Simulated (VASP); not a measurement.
A run of VASP 6.6.1 is set up as follows.

INCAR

```
ALGO = Normal
EDIFF = 1E-8
ENCUT = 520
GGA = PE
ISIF = 2
ISMEAR = -1
LASPH = True
LCHARG = False
LEFG = True
LREAL = False
LWAVE = False
NBANDS = 17
NELM = 100
PREC = Accurate
SIGMA = 0.05
```

Contents of KPOINTS:

```
k-points
0
Gamma
  13 13 7
```

File POSCAR:

```
Hf
1.0
    3.1644064323      0.0000000000      0.0000000000
   -1.5822032162      2.7404563583      0.0000000000
    0.0000000000      0.0000000000      5.0067076179
Hf
2
Direct
    0.3333333333      0.6666666667      0.2500000000
    0.6666666667      0.3333333333      0.7500000000
```

Potentials or basis: VASP PAW PBE potentials, release 64 (Hf_pv).

The run is started by

```bash
$ cat potpaw_PBE.64/Hf_pv/POTCAR > POTCAR
$ mpirun -np 1 vasp_std > vasp.out
```

(1) What does it give for the pressure?

(2) Predict the band gap on the k mesh.

## Answers

(1) 3.9 GPa.

(2) zero (band 10 reaches 6.32 eV, above the bottom of band 11 at 4.74 eV).

Caveat: without QUAD_EFG the Cq values of the log hold for a quadrupole moment of 1 mb, not for the nuclei; spin-orbit coupling is left out, which moves the levels of the heavy elements.
